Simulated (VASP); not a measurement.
Here is a VASP 6.6.1 calculation.

File INCAR:

```
SYSTEM = LiBr
  ALGO = Normal
  EDIFF = 1E-8
  ENCUT = 750
  GGA = PS
  GGA_COMPAT = .False.
  IBRION = 8
  ISIF = 2
  ISMEAR = 0
  LASPH = .True.
  LCHARG = .False.
  LEPSILON = .True.
  LREAL = .False.
  LWAVE = .False.
  NBANDS = 12
  NELM = 120
  NSW = 1
  PREC = Accurate
  SIGMA = 0.01
```

File KPOINTS:

```
k-points
0
Gamma
  8 8 8
  0 0 0
```

POSCAR

```
LiBr
1.0
    0.0000000000      2.5439737187      2.5439737187
    2.5439737187      0.0000000000      2.5439737187
    2.5439737187      2.5439737187      0.0000000000
Li Br
1 1
Direct
    0.0000000000      0.0000000000      0.0000000000
    0.5000000000      0.5000000000      0.5000000000
```

Potentials or basis: VASP PAW PBE potentials, release 64 (Li_sv, Br).

Command:

```bash
$ cat potpaw_PBE.64/Li_sv/POTCAR potpaw_PBE.64/Br/POTCAR > POTCAR
$ mpirun -np 1 vasp_std > vasp.out
```

Predict the electronic dielectric tensor (diagonal).

3.96.

What does it give for the Born charges (mean of the diagonal)?

Li +1.17; Br -1.17 e.

What does it give for the highest phonon frequency at Γ, LO-TO splitting left out?

290 cm⁻¹.

Electronic dielectric tensor:
```
3.96 0.00 0.00
0.00 3.96 0.00
0.00 0.00 3.96
```

Caveat: the cell stands under pressure or tension, which shifts response properties.
